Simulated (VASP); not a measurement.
# Sn4SeS3 (Pm) in VASP: single point with PBE

Aim: the single point of Sn4SeS3 with PBE.

All numbers are computed with VASP 6.6.1; they aren't measurements. Logs are shortened: lines on timing, memory, paths and dates and some standing lists are left out, and cuts for length are marked.

### Step 1. The cell of the first run

The structure is monoclinic, space group Pm (No. 6). The conventional cell has a = 4.293 Å, b = 4.133 Å, c = 11.776 Å, α = 90.00°, β = 93.22°, γ = 90.00°. Within 3.7 Å of Sn (site symmetry m) lie 6 S at 2.63 to 3.51 Å and 2 Sn at 3.64 Å. Sn (site symmetry m) has 5 S at 2.63 to 3.24 Å and 2 Se at 3.61 to 4.26 Å and 8 Sn at 3.73 to 4.29 Å within 4.3 Å. Sn (site symmetry m) has 1 S at 2.63 Å and 4 Se at 2.93 to 3.04 Å within 3.5 Å. Sn (site symmetry m) has 5 S at 2.73 to 3.47 Å and 1 Se at 2.77 Å and 2 Sn at 3.64 Å within 3.7 Å. Within 3.9 Å of Se (site symmetry m) lie 6 Sn at 2.77 to 3.61 Å and 4 S at 3.83 to 3.87 Å. Within 3.6 Å of S (site symmetry m) lie 6 Sn at 2.63 to 3.51 Å. S (site symmetry m) has 6 Sn at 2.63 to 3.47 Å within 3.5 Å. S (site symmetry m) has 5 Sn at 2.63 to 3.24 Å within 3.5 Å.

### Step 2. Single point, PBE

Contents of INCAR:

```
PREC = Accurate
ENCUT = 520
EDIFF = 1E-6
ISMEAR = 0
SIGMA = 0.1
LREAL = F
LASPH = T
NELM = 60
ALGO = Normal
ISIF = 2
LWAVE = F
LCHARG = F
GGA = PE
NBANDS = 50
```

Contents of KPOINTS:

```
Automatic mesh
0
Gamma
  4 4 2
```

Contents of POSCAR:

```
Sn4SeS3
1.0
    4.2931913860      0.0000000000      0.0000000000
    0.0000000000      4.1333656030      0.0000000000
   -0.6621351985      0.0000000000     11.7569187034
Sn Se S
4 1 3
Direct
    0.9763385481      0.5000000000      0.0023863341
    0.3044414567      0.0000000000      0.7548359775
    0.3847969165      0.5000000000      0.4940487696
    0.7825532573      0.0000000000      0.2433931772
    0.8999363862      0.0000000000      0.4775501981
    0.3776097869      0.5000000000      0.2702802026
    0.3875218261      0.0000000000      0.9781412560
    0.8868018221      0.5000000000      0.7793640847
```

Potentials or basis: VASP PAW PBE potentials, release 64 (Sn_d, Se, S).

Command:

```
$ cat potpaw_PBE.64/Sn_d/POTCAR potpaw_PBE.64/Se/POTCAR potpaw_PBE.64/S/POTCAR > POTCAR
$ mpirun -np 1 vasp_std > vasp.out
```

OUTCAR:

```text
PREC = Accurate
   ENCUT = 520
   EDIFF = 1E-6
   ISMEAR = 0
   LREAL = F
   LASPH = T
   NELM = 60
   ISIF = 2
   GGA = PE

 ion  position               nearest neighbor table
   1  0.976  0.500  0.002-   8 2.63   7 2.74   7 2.74   7 3.27   7 3.27   4 3.64   4 3.64
   2  0.304  0.000  0.755-   7 2.63   8 2.76   8 2.76   8 3.24   8 3.24   3 3.73   3 3.73
   3  0.385  0.500  0.494-   6 2.63   5 2.93   5 2.93   5 3.04   5 3.04   2 3.73   2 3.73
   4  0.783  0.000  0.243-   6 2.73   6 2.73   5 2.77   1 3.64   1 3.64
   5  0.900  0.000  0.478-   4 2.77   3 2.93   3 2.93   3 3.04   3 3.04
   6  0.378  0.500  0.270-   3 2.63   4 2.73   4 2.73
   7  0.388  0.000  0.978-   2 2.63   1 2.74   1 2.74   1 3.27   1 3.27
   8  0.887  0.500  0.779-   1 2.63   2 2.76   2 2.76   2 3.24   2 3.24

  LATTYP: Found a simple monoclinic cell.
 ALAT       =     4.2931913860
 B/A-ratio  =     0.9627722669
 C/A-ratio  =     2.7428428419
 COS(beta)  =    -0.0562296657

  Lattice vectors:

 A1 = (   4.2931913860,   0.0000000000,   0.0000000000)
 A2 = (   0.0000000000,   4.1333656030,   0.0000000000)
 A3 = (  -0.6621351985,   0.0000000000,  11.7569187034)

Analysis of symmetry for initial positions (statically):
=====================================================================
 Subroutine PRICEL returns:
 Original cell was already a primitive cell.

 Routine SETGRP: Setting up the symmetry group for a
 simple monoclinic supercell.

 Subroutine GETGRP returns: Found  2 space group operations
 (whereof  2 operations were pure point group operations)
 out of a pool of  4 trial point group operations.

The static configuration has the point symmetry C_1h.

Analysis of symmetry for dynamics (positions and initial velocities):
=====================================================================
 Subroutine PRICEL returns:
 Original cell was already a primitive cell.

 Routine SETGRP: Setting up the symmetry group for a
 simple monoclinic supercell.

 Subroutine GETGRP returns: Found  2 space group operations
 (whereof  2 operations were pure point group operations)
 out of a pool of  4 trial point group operations.

The dynamic configuration has the point symmetry C_1h.

 Subroutine INISYM returns: Found  2 space group operations
 (whereof  2 operations are pure point group operations),
 and found     1 'primitive' translations

----------------------------------------------------------------------------------------
[... 104 lines left out ...]
   ISIF   =      2    stress and relaxation
   ISYM   =      2    0-nonsym 1-usesym 2-fastsym
   POTIM  = 0.5000    time-step for ionic-motion
   TEBEG  =    0.0;   TEEND  =   0.0 temperature during run
   PSTRESS=    0.0 pullay stress
   NELECT =      80.0000    total number of electrons
   NUPDOWN=      -1.0000    fix difference up-down
   EMIN   =  10.00;   EMAX   =-10.00  energy-range for DOS
   EFERMI =   0.00;   METHOD = LEGACY
   ISMEAR =     0;   SIGMA  =   0.10  broadening in eV -4-tet -1-fermi 0-gaus
   EFERMI_NEDOS =   21; number of points for ismear=-14 and -15
   IALGO  =     38    algorithm
   IMIX   =      4    mixing-type and parameters
     AMIX     =   0.40;   BMIX     =  1.00
     AMIX_MAG =   1.60;   BMIX_MAG =  1.00
  volume/ion in A,a.u.               =      26.08       175.99
  Fermi-wavevector in a.u.,A,eV,Ry     =   1.189357  2.247559 19.246400  1.414570
  Thomas-Fermi vector in A             =   2.325466
   LORBIT       =      0    0 simple, 1 ext, 2 COOP (PROOUT), +10 PAW based schemes
   GGA     = PE    functional components
   LHFCALC =     F    Hartree Fock is set to
   AEXX    =    0.0000 exact exchange contribution
   IVDW    =     0    specifies the selected vdW correction
   LEPSILON=     F    determine dielectric tensor
   LRPA    =     F    only Hartree local field effects (RPA)
 non-spin polarized calculation
 Gauss-broadening in eV      SIGMA  =   0.10
  energy-cutoff  :      520.00
  volume of cell :      208.63
 maximum number of plane-waves:      5642
 NGX is ok and might be reduce to    32
   NGX = 15   NGY = 15   NGZ = 43

 number of electron      79.9999973 magnetization

 Free energy of the ion-electron system (eV)
  ---------------------------------------------------
  ext. energy  EPLUGINS =         0.00000000
  ---------------------------------------------------
  free energy    TOTEN  =       -34.72212769 eV

  energy without entropy =      -34.72212692  energy(sigma->0) =      -34.72212730

 E-fermi :   5.7869     XC(G=0):  -9.5678

 val. band max:        5.4964299433   @ k =   0.5000   0.0000   0.5000
 cond. band min:       6.0772742218   @ k =   0.0000   0.0000   0.0000
 fundamental gap:      0.5808442784
 Fermi energy:         5.7868563969

 k-point     1 :       0.0000    0.0000    0.0000
  band No.  band energies     occupation
      1     -15.8519      2.00000
      2     -15.8453      2.00000
      3     -15.8377      2.00000
      4     -15.8367      2.00000
      5     -15.8349      2.00000
      6     -15.8317      2.00000
[... 943 lines left out ...]
     49      11.3520      0.00000
     50      11.6211      0.00000

------------------------ aborting loop because EDIFF is reached ----------------------------------------

  FORCE on cell =-STRESS in cart. coord.  units (eV):
  Direction    XX          YY          ZZ          XY          YZ          ZX
  --------------------------------------------------------------------------------------
  -------------------------------------------------------------------------------------
  Total       -0.0941266     -0.0500829     -0.0726171      0.0000000      0.0000000      0.1362681
  in kB       -0.7228453     -0.3846118     -0.5576633      0.0000000      0.0000000      1.0464711
  external PRESSURE =      -0.5550402 kB  Pullay stress =       0.0000000 kB

 VOLUME and BASIS-vectors are now :
 -----------------------------------------------------------------------------
  energy-cutoff  :      520.00
  volume of cell :      208.63
      direct lattice vectors                 reciprocal lattice vectors
     4.293191386  0.000000000  0.000000000     0.232926956  0.000000000  0.013118160
     0.000000000  4.133365603  0.000000000     0.000000000  0.241933595  0.000000000
    -0.662135199  0.000000000 11.756918703     0.000000000  0.000000000  0.085056300

 POSITION                                       TOTAL-FORCE (eV/Angst)
 -----------------------------------------------------------------------------------
      4.19003      2.06668      0.02806        -0.013073      0.000000     -0.039406
      0.80722      0.00000      8.87455        -0.005783      0.000000      0.016078
      1.32488      2.06668      5.80849        -0.024152      0.000000     -0.025359
      3.19849      0.00000      2.86155         0.008208      0.000000      0.016225
      3.54740      0.00000      5.61452         0.034692      0.000000     -0.020023
      1.44219      2.06668      3.17766        -0.026846      0.000000      0.039612
      1.01604      0.00000     11.49993         0.033281      0.000000     -0.010078
      3.29117      2.06668      9.16292        -0.006327      0.000000      0.022950
 -----------------------------------------------------------------------------------
    total drift:                                0.000002     -0.000000     -0.000790

  FREE ENERGIE OF THE ION-ELECTRON SYSTEM (eV)
  ---------------------------------------------------
  free  energy   TOTEN  =       -34.7221276877 eV

  energy  without entropy=      -34.7221269214  energy(sigma->0) =      -34.72212730
```

stdout:

```text
POSCAR found type information on POSCAR SnSeS
 POSCAR found :  3 types and       8 ions
 scaLAPACK will be used
 LDA part: xc-table for (Slater+PW92), standard interpolation
 POSCAR, INCAR and KPOINTS ok, starting setup
 FFT: planning ... GRIDC
 FFT: planning ... GRID_SOFT
 FFT: planning ... GRID
 WAVECAR not read
 entering main loop
```

Wall time 2.4 min (1 thread of Intel Xeon Platinum 8375C at 2.90GHz (Ice Lake), shared host); peak memory 0.38 GiB.

What came out:

- Free energy: -34.7221 eV
- Pressure: -0.1 GPa
- Largest force: 0.048 eV/Å
- Band gap on the k mesh: 0.58 eV (least direct gap 1.19 eV)

Forces on the atoms (eV/Å):
```
Sn  -0.013  0.000 -0.039
Sn  -0.006  0.000  0.016
Sn  -0.024  0.000 -0.025
Sn   0.008  0.000  0.016
Se   0.035  0.000 -0.020
S   -0.027  0.000  0.040
S    0.033  0.000 -0.010
S   -0.006  0.000  0.023
```

Stress tensor (GPa, compression positive):
```
-0.07  0.00  0.10
 0.00 -0.04  0.00
 0.10  0.00 -0.06
```

Levels at points of the mesh, in eV from the valence-band top:
```
           k point  band 37  band 38  band 39  band 40  band 41  band 42  band 43  band 44
(0.00, 0.00, 0.00)    -1.86    -1.84    -0.67    -0.61     0.58     2.80     2.98     3.71
(0.50, 0.00, 0.00)    -0.89    -0.81    -0.20    -0.11     1.15     1.36     1.55     1.72
(0.00, 0.50, 0.00)    -1.00    -0.90    -0.68    -0.33     0.88     1.12     1.46     1.62
(0.50, 0.50, 0.00)    -2.30    -2.12    -1.88    -1.78     2.68     2.81     3.08     3.10
(0.00, 0.00, 0.50)    -2.01    -1.99    -0.67    -0.63     2.32     2.47     2.65     2.93
(0.50, 0.00, 0.50)    -0.79    -0.67    -0.20     0.00     1.27     1.48     1.53     1.56
(0.00, 0.50, 0.50)    -1.01    -0.86    -0.75    -0.38     1.12     1.41     1.44     1.61
(0.50, 0.50, 0.50)    -2.12    -1.93    -1.63    -1.45     2.08     2.49     2.83     3.26
```

Caveat: spin-orbit coupling is left out, which moves the levels of the heavy elements. A k mesh can miss the band edges.
